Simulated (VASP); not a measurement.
A run of VASP 6.6.1 is set up as follows.

INCAR

```
PREC = Accurate ; ENCUT = 520
EDIFF = 1E-7 ; ISMEAR = -1
SIGMA = 0.05 ; LREAL = False
LASPH = True ; NELM = 80
ALGO = Normal ; ISIF = 2
LWAVE = False ; LCHARG = False
GGA = PE ; NBANDS = 18
```

The input KPOINTS:

```
Automatic mesh
0
Gamma
  18 18 10
```

File POSCAR:

```
Au
1.0
    2.9000000000      0.0000000000      0.0000000000
   -1.4500000000      2.5114736710      0.0000000000
    0.0000000000      0.0000000000      4.9776000000
Au
2
Direct
    0.3333333333      0.6666666667      0.7500000000
    0.6666666667      0.3333333333      0.2500000000
```

Potentials or basis: VASP PAW PBE potentials, release 64 (Au).

Launch:

```sh
$ cat potpaw_PBE.64/Au/POTCAR > POTCAR
$ mpirun -np 1 vasp_std > vasp.out
```

(1) Predict the pressure.

(2) Estimate the band gap on the k mesh.

Answers

(1) -0.8 GPa.

(2) zero (bands 11 and 12 overlap by 6.58 eV).

Caveat: the cell differs from its parent crystal (z stretched by +2 %, then relaxed in part); spin-orbit coupling is left out, which moves the levels of the heavy elements.
